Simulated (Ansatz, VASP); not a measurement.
One calculation of GaSi2Ir3, two programs

```xyz
6
Lattice="2.8512 4.9384 0.0000 -2.8512 4.9384 0.0000 0.0000 0.0000 3.3785" Properties=species:S:1:pos:R:3 pbc="T T T"
Ir    0.0000    4.9384    1.6893
Ir    1.4256    2.4692    1.6893
Ir   -1.4256    2.4692    1.6893
Ga    0.0000    0.0000    0.0000
Si   -0.0003    3.2925    0.0000
Si   -0.0003    6.5844    0.0000
```

Alike in both runs: task relaxation of cell and atoms; functional revPBE; dispersion D3(BJ); k mesh 4 × 4 × 5; no spin polarisation.

|  | VASP | Ansatz |
| --- | --- | --- |
| version | VASP 6.6.1 | Ansatz 0.2.0 |
| potentials or method | VASP PAW PBE potentials, release 64 (Ir, Ga_d, Si), cutoff 600 eV | PAW plane waves |
| occupations | fermi-dirac, width 0.1 eV | fermi-dirac |
| valence electrons in the cell | 48 | 72 |

VASP gave:

* gap on the k mesh at the Fermi level, each at its own relaxed structure (eV): none
* relaxed volume (Å³/atom): 15.62
* relaxed cell length with the largest relative difference (Å): 5.422

Question: Which values does Ansatz return?

Answer: gap on the k mesh at the Fermi level, each at its own relaxed structure (eV): none; relaxed volume (Å³/atom): 15.58; relaxed cell length with the largest relative difference (Å): 5.417.

VASP's potentials were made for PBE, not for revPBE. A gap of «none» marks a metal or a gap that the smearing closes. VASP's potentials hold 48 valence electrons a cell and Ansatz's 72, so a difference there can come from the potentials and not from the codes. Ansatz's warnings: dispersion switch in reach, relaxed geometry near dispersion switch, structure snapped to symmetry.

The k mesh is coarse, so the values compare programs but aren't converged. Neither program's run includes spin-orbit coupling.
